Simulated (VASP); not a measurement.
## ScGaI6: single point with PBEsol

Crystal: ScGaI6.

```
CELL_PARAMETERS angstrom
6.40661 3.68221 2.26609
-6.41147 3.69542 2.25806
0.00912 -7.38302 2.27077
ATOMIC_POSITIONS crystal
Sc 0.99544 0.99821 0.99938
Ga 0.49613 0.49830 0.49865
I 0.43332 0.25094 0.08482
I 0.24722 0.08450 0.43647
I 0.90921 0.56077 0.74608
I 0.74431 0.91247 0.56209
I 0.55745 0.74528 0.91258
I 0.08257 0.43597 0.25214
```

```yaml
Program: VASP 6.6.1
Task: single point
Functional: PBEsol
Potentials_or_basis: VASP PAW PBE potentials, release 64 (Sc_sv, Ga_d, I)
Cutoff: 500 eV
k_mesh: 4 × 4 × 4
Occupations: fermi-dirac, width 0.05 eV
Spin: no spin polarisation
Dipole_correction: no
Further_INCAR_settings: ALGO = Normal; EDIFF = 1e-06; NBANDS = 43
```

```json
{
 "Pressure": "0.1 GPa",
 "Largest force": "0.021 eV/Å",
 "Band gap on the k mesh": "1.24 eV (least direct gap 1.39 eV)"
}
```

Forces on the atoms (eV/Å):
```
Sc   0.000  0.004  0.000
Ga  -0.003 -0.004 -0.001
I    0.013  0.015  0.008
I    0.015 -0.013  0.007
I    0.015 -0.003 -0.008
I   -0.011  0.016 -0.007
I   -0.009 -0.017 -0.005
I   -0.019  0.002  0.006
```

Levels at points of the mesh, in eV from the valence-band top:
```csv
k point,band 29,band 30,band 31,band 32,band 33,band 34,band 35,band 36,band 37,band 38
"(0.00, 0.00, 0.00)",-0.46,-0.42,-0.33,-0.28,-0.27,1.24,2.06,2.36,2.36,3.70
"(0.50, 0.00, 0.00)",-0.77,-0.61,-0.49,-0.46,-0.29,1.49,2.26,2.27,2.37,3.52
"(0.00, 0.50, 0.00)",-0.77,-0.61,-0.49,-0.46,-0.29,1.49,2.26,2.27,2.37,3.51
"(0.50, 0.50, 0.00)",-1.02,-0.87,-0.60,-0.33,-0.10,1.30,2.05,2.40,2.60,3.54
"(0.00, 0.00, 0.50)",-0.76,-0.61,-0.49,-0.46,-0.29,1.49,2.26,2.27,2.37,3.52
"(0.50, 0.00, 0.50)",-1.02,-0.86,-0.61,-0.34,-0.09,1.30,2.05,2.40,2.60,3.55
"(0.00, 0.50, 0.50)",-1.02,-0.87,-0.61,-0.34,-0.10,1.30,2.05,2.40,2.60,3.54
"(0.50, 0.50, 0.50)",-0.81,-0.80,-0.80,-0.55,-0.54,1.62,2.28,2.29,2.42,3.47
```

Run time: 17 min on 1 thread of Oxide Virtual Turin-like Processor (shared host), peak memory 0.69 GiB.

Caveat: the PAW data sets were made with another functional, which shifts forces and pressure a little; spin-orbit coupling is left out, which moves the levels of the heavy elements. A k mesh can miss the band edges.
